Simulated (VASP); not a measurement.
# HfSi3 in VASP: further runs, part 3 of 3

VASP 6.6.1.

### 5 Single point, PBE

File INCAR:

```
SYSTEM = HfSi3
PREC = Accurate
ENCUT = 520
EDIFF = 1E-7
ISMEAR = -1
SIGMA = 0.2361
LREAL = Auto
LASPH = .True.
NELM = 100
ALGO = Normal
ISIF = 2
LWAVE = .False.
LCHARG = .False.
GGA = PE
ISYM = 0
NBANDS = 71
```

File KPOINTS:

```
Automatic mesh
0
Gamma
  1 1 1
  0.25 0.25 0.25
```

File POSCAR:

```
HfSi3
1.0
    6.7792930000     -0.0738530000     -0.2467120000
   -0.0738530000      7.0813630000     -0.0543890000
   -0.2467120000     -0.0543890000      7.0472650000
Si Hf
15 5
Direct
   -0.0529230433      0.9538445366      0.8527631501
    0.6493204120      0.1393324713      0.9236526924
    0.9645462582      0.8040426418      0.5492871648
    0.5773816796      0.9329916064      0.4860701945
    0.3683566679      0.5077131051      0.5458374303
    0.6824152143      0.4578931688      0.6866706976
    0.4316519724      0.9269422635      0.9639974067
    0.9845523738      0.5198307955      0.3564032234
    0.3100800597      0.8693711619      0.6323969228
    0.2801182681      0.7656065672      0.3357010292
    0.2552497142      0.1841717195      0.5947864999
    0.3767051596      0.4848666870      0.9387414972
    0.0625001258      0.4562063713      0.6688870277
    0.0058681172      0.3158905683      1.0595966956
    0.6730499568      0.7001867953      0.9219898727
    0.0670536727      0.6491146507     -0.0151252092
    0.7642951981      0.9677477189      0.2007280310
    0.6237397912      0.4760518351      0.2181286037
    0.8626587947      0.1550322212      0.5400999287
    0.3178178503      0.1393566180      0.2255602627
```

Potentials or basis: VASP PAW PBE potentials, release 64 (Si, Hf_pv).

On the command line:

```bash
$ cat potpaw_PBE.64/Si/POTCAR potpaw_PBE.64/Hf_pv/POTCAR > POTCAR
$ mpirun -np 1 vasp_std > vasp.out
```

OUTCAR:

```text
SYSTEM = HfSi3
   PREC = Accurate
   ENCUT = 520
   EDIFF = 1E-7
   ISMEAR = -1
   LREAL = Auto
   LASPH = .True.
   NELM = 100
   ISIF = 2
   GGA = PE
   ISYM = 0

 ion  position               nearest neighbor table
   1  0.947  0.954  0.853-   3 2.39  16 2.49   2 2.51  15 2.63  19 2.68  17 2.83  14 2.94   9 3.07

   2  0.649  0.139  0.924-   7 2.12  17 2.41   1 2.51  14 2.80   6 2.84  12 3.10  15 3.12  18 3.15
                            19 3.16  20 3.21
   3  0.965  0.804  0.549-   1 2.39   9 2.41   8 2.42  19 2.59  13 2.70  10 2.72   4 2.81  17 2.98
                            16 3.31
   4  0.577  0.933  0.486-   9 2.19  17 2.47  19 2.47  10 2.48   3 2.81  20 2.89  11 2.98
   5  0.368  0.508  0.546-   6 2.32  13 2.33  10 2.43  11 2.44   9 2.67  12 2.77   8 2.84  18 2.99
                            20 3.42
   6  0.682  0.458  0.687-   5 2.32  15 2.37  13 2.59  19 2.72  12 2.83   2 2.84  18 3.30  16 3.47

   7  0.432  0.927  0.964-   2 2.12  15 2.35   9 2.45  20 2.54  17 2.72  10 3.11  16 3.14  12 3.15

   8  0.985  0.520  0.356-  13 2.28   3 2.42  14 2.54  18 2.58  10 2.64   5 2.84  16 2.88  19 3.03

   9  0.310  0.869  0.632-   4 2.19  10 2.20  11 2.28   3 2.41   7 2.45   5 2.67   1 3.07  16 3.45
                            20 3.47
  10  0.280  0.766  0.336-   9 2.20   5 2.43   4 2.48   8 2.64   3 2.72  20 2.78  16 2.88   7 3.11
                            18 3.28
  11  0.255  0.184  0.595-   9 2.28  13 2.42   5 2.44  19 2.67  20 2.68   4 2.98
  12  0.377  0.485  0.939-  16 2.46  18 2.50  15 2.51  13 2.76   5 2.77   6 2.83  14 2.95   2 3.10
                             7 3.15  20 3.23
  13  0.063  0.456  0.669-   8 2.28   5 2.33  11 2.42   6 2.59  16 2.59  19 2.62   3 2.70  12 2.76
                            14 2.99
  14  0.006  0.316  0.060-  16 2.46   8 2.54  20 2.69   2 2.80   1 2.94  12 2.95  13 2.99  18 3.12
                            17 3.15
  15  0.673  0.700  0.922-   7 2.35   6 2.37  12 2.51   1 2.63  18 2.68  16 2.71  17 2.74   2 3.12

  16  0.067  0.649  0.985-  14 2.46  12 2.46   1 2.49  13 2.59  15 2.71  10 2.88   8 2.88   7 3.14
                             3 3.31   9 3.45   6 3.47  17 3.49  18 3.72
  17  0.764  0.968  0.201-   2 2.41   4 2.47   7 2.72  15 2.74  19 2.75   1 2.83   3 2.98  14 3.15
                            20 3.30  16 3.49  18 3.60  18 3.75
  18  0.624  0.476  0.218-  12 2.50   8 2.58  15 2.68   5 2.99  14 3.12  20 3.13   2 3.15  10 3.28
                             6 3.30  19 3.57  17 3.60  16 3.72  17 3.75
  19  0.863  0.155  0.540-   4 2.47   3 2.59  13 2.62  11 2.67   1 2.68   6 2.72  17 2.75   8 3.03
                             2 3.16  18 3.57
  20  0.318  0.139  0.226-   7 2.54  11 2.68  14 2.69  10 2.78   4 2.89  18 3.13   2 3.21  12 3.23
                            17 3.30   5 3.42   9 3.47

IMPORTANT INFORMATION: All symmetrisations will be switched off!
NOSYMM: (Re-)initialisation of all symmetry stuff for point group C_1.

----------------------------------------------------------------------------------------

                                     Primitive cell

  volume of cell :     337.8240

  direct lattice vectors                    reciprocal lattice vectors
     6.779293000 -0.073853000 -0.246712000     0.147713857  0.001580350  0.005183392
    -0.073853000  7.081363000 -0.054389000     0.001580350  0.141241031  0.001145388
    -0.246712000 -0.054389000  7.047265000     0.005183392  0.001145388  0.142089321

  length of vectors
     6.784182682  7.081956959  7.051791897     0.147813222  0.141254516  0.142188448

  position of ions in fractional coordinates (direct lattice)
     0.947076957  0.953844537  0.852763150
     0.649320412  0.139332471  0.923652692
     0.964546258  0.804042642  0.549287165
     0.577381680  0.932991606  0.486070195
     0.368356668  0.507713105  0.545837430
     0.682415214  0.457893169  0.686670698
[... 12 lines left out ...]
     0.862658795  0.155032221  0.540099929
     0.317817850  0.139356618  0.225560263

[... 57 lines left out ...]
   ions per type =              15   5
   NGX,Y,Z   is equivalent  to a cutoff of  12.25, 12.68, 12.73 a.u.
   NGXF,Y,Z  is equivalent  to a cutoff of  24.50, 25.35, 25.46 a.u.
 SYSTEM =  HfSi3
   PREC   = accura    normal or accurate (medium, high low for compatibility)
   ISTART =      0    job   : 0-new  1-cont  2-samecut
   ICHARG =      2    charge: 1-file 2-atom 10-const
   ISPIN  =      1    spin polarized calculation?
   LNONCOLLINEAR =      F non collinear calculations
   LSORBIT =      F    spin-orbit coupling
   LASPH  =      T    aspherical Exc in radial PAW
   ENCUT  =  520.0 eV  38.22 Ry    6.18 a.u.  12.61 13.17 13.11*2*pi/ulx,y,z
   NELM   =    100;   NELMIN=  2; NELMDL= -5     # of ELM steps
   EDIFF  = 0.1E-06   stopping-criterion for ELM
   LREAL  =      T    real-space projection
   EDIFFG = 0.1E-05   stopping-criterion for IOM
   NSW    =      0    number of steps for IOM
   IBRION =     -1    ionic relax: 0-MD 1-quasi-New 2-CG
   NFREE  =      0    steps in history (QN), initial steepest desc. (CG)
   ISIF   =      2    stress and relaxation
   ISYM   =      0    0-nonsym 1-usesym 2-fastsym
   POTIM  = 0.5000    time-step for ionic-motion
   TEBEG  =    0.0;   TEEND  =   0.0 temperature during run
   PSTRESS=    0.0 pullay stress
   NELECT =     110.0000    total number of electrons
   NUPDOWN=      -1.0000    fix difference up-down
   EMIN   =  10.00;   EMAX   =-10.00  energy-range for DOS
   EFERMI =   0.00;   METHOD = LEGACY
   ISMEAR =    -1;   SIGMA  =   0.24  broadening in eV -4-tet -1-fermi 0-gaus
   EFERMI_NEDOS =   21; number of points for ismear=-14 and -15
   IALGO  =     38    algorithm
   IMIX   =      4    mixing-type and parameters
     AMIX     =   0.40;   BMIX     =  1.00
     AMIX_MAG =   1.60;   BMIX_MAG =  1.00
  volume/ion in A,a.u.               =      16.89       113.99
  Fermi-wavevector in a.u.,A,eV,Ry     =   1.126269  2.128340 17.258752  1.268482
  Thomas-Fermi vector in A             =   2.262950
   LORBIT       =      0    0 simple, 1 ext, 2 COOP (PROOUT), +10 PAW based schemes
   GGA     = PE    functional components
   LHFCALC =     F    Hartree Fock is set to
   AEXX    =    0.0000 exact exchange contribution
   IVDW    =     0    specifies the selected vdW correction
   LEPSILON=     F    determine dielectric tensor
   LRPA    =     F    only Hartree local field effects (RPA)
 non-spin polarized calculation
  energy-cutoff  :      520.00
  volume of cell :      337.82
 maximum number of plane-waves:      9089
 NGX is ok and might be reduce to    50
   NGX = 25   NGY = 27   NGZ = 27

 number of electron     109.9999998 magnetization

 Free energy of the ion-electron system (eV)
  ---------------------------------------------------
  ext. energy  EPLUGINS =         0.00000000
  ---------------------------------------------------
  free energy    TOTEN  =      -124.80421784 eV

  energy without entropy =     -122.85163704  energy(sigma->0) =     -123.82792744

 E-fermi :   7.7188     XC(G=0): -10.9596

 val. band max:        7.5510258614   @ k =   0.2500   0.2500   0.2500
 cond. band min:       7.8283587689   @ k =   0.2500   0.2500   0.2500
 fundamental gap:      0.2773329074
 Fermi energy:         7.7188156087

 k-point     1 :       0.2500    0.2500    0.2500
  band No.  band energies     occupation
      1     -23.2337      2.00000
      2     -23.2040      2.00000
      3     -23.1497      2.00000
      4     -23.0872      2.00000
      5     -23.0363      2.00000
      6     -23.0202      2.00000
[... 59 lines left out ...]
     66       9.7565      0.00036
     67       9.8582      0.00023
 [bands above 67 left out]

------------------------ aborting loop because EDIFF is reached ----------------------------------------

  FORCE on cell =-STRESS in cart. coord.  units (eV):
  Direction    XX          YY          ZZ          XY          YZ          ZX
  --------------------------------------------------------------------------------------
  -------------------------------------------------------------------------------------
  Total       25.9829948     19.5328694     22.6954778      5.9239268      3.2098591      6.0499539
  in kB      123.2279753     92.6373563    107.6364675     28.0950485     15.2232042     28.6927498
  external PRESSURE =     107.8339330 kB  Pullay stress =       0.0000000 kB

 VOLUME and BASIS-vectors are now :
 -----------------------------------------------------------------------------
  energy-cutoff  :      520.00
  volume of cell :      337.82
      direct lattice vectors                 reciprocal lattice vectors
     6.779293000 -0.073853000 -0.246712000     0.147713857  0.001580350  0.005183392
    -0.073853000  7.081363000 -0.054389000     0.001580350  0.141241031  0.001145388
    -0.246712000 -0.054389000  7.047265000     0.005183392  0.001145388  0.142089321

 POSITION                                       TOTAL-FORCE (eV/Angst)
 -----------------------------------------------------------------------------------
      6.13968      6.63819      5.72411        -0.338003      2.046045      0.259720
      4.16377      0.88847      6.34145         1.550536      4.950120     -2.881467
      6.34405      5.59261      3.58928        -0.064373     -0.529114     -0.347616
      3.72542      6.53777      3.23227        -0.870210     -0.807654      0.041812
      2.32504      3.53841      3.72817         1.393392     -0.117812     -1.103785
      4.42307      3.15476      4.64589         0.186634     -0.453521      0.170908
[... 12 lines left out ...]
      5.70352      1.00475      3.58497         0.933626      2.386632      1.416642
      2.08864      0.95109      1.50359        -0.419282      0.569255      0.330041
 -----------------------------------------------------------------------------------
    total drift:                                0.001755      0.000355      0.000791

  FREE ENERGIE OF THE ION-ELECTRON SYSTEM (eV)
  ---------------------------------------------------
  free  energy   TOTEN  =      -124.8042178442 eV

  energy  without entropy=     -122.8516370404  energy(sigma->0) =     -123.82792744
```

Run time: 79 s. Hardware: 1 thread of AMD EPYC 7R43 (Zen 3), shared host; peak memory 0.32 GiB.

What came out:

| Item | Value |
| --- | --- |
| Free energy | -124.8042 eV |
| Pressure | 10.8 GPa |
| Largest force | 5.934 eV/Å |
| Band gap on the k mesh | 0.28 eV |

Forces on the atoms (eV/Å):
```
Si  -0.338  2.046  0.260
Si   1.551  4.950 -2.881
Si  -0.064 -0.529 -0.348
Si  -0.870 -0.808  0.042
Si   1.393 -0.118 -1.104
Si   0.187 -0.454  0.171
Si  -2.555 -2.571 -0.300
Si   0.300  0.704 -1.553
Si  -0.863 -0.409  3.075
Si  -0.036 -1.217 -2.876
Si   0.071 -0.067  0.522
Si   0.465 -1.801 -0.997
Si  -0.251 -0.089  1.650
Si  -1.232 -2.453  0.481
Si   0.284 -0.023  0.069
Hf  -0.588  2.308  1.725
Hf   1.640 -2.295 -1.202
Hf   0.395 -0.130  1.521
Hf   0.934  2.387  1.417
Hf  -0.419  0.569  0.330
```

Levels at points of the mesh, in eV from the valence-band top:
```tsv
k point	band 52	band 53	band 54	band 55	band 56	band 57	band 58	band 59
(0.25, 0.25, 0.25)	-0.50	-0.22	-0.07	0.00	0.28	0.41	0.62	0.88
```

Caveat: the k points lie up to 0.93 Å⁻¹ apart; spin-orbit coupling is left out, which moves the levels of the heavy elements.
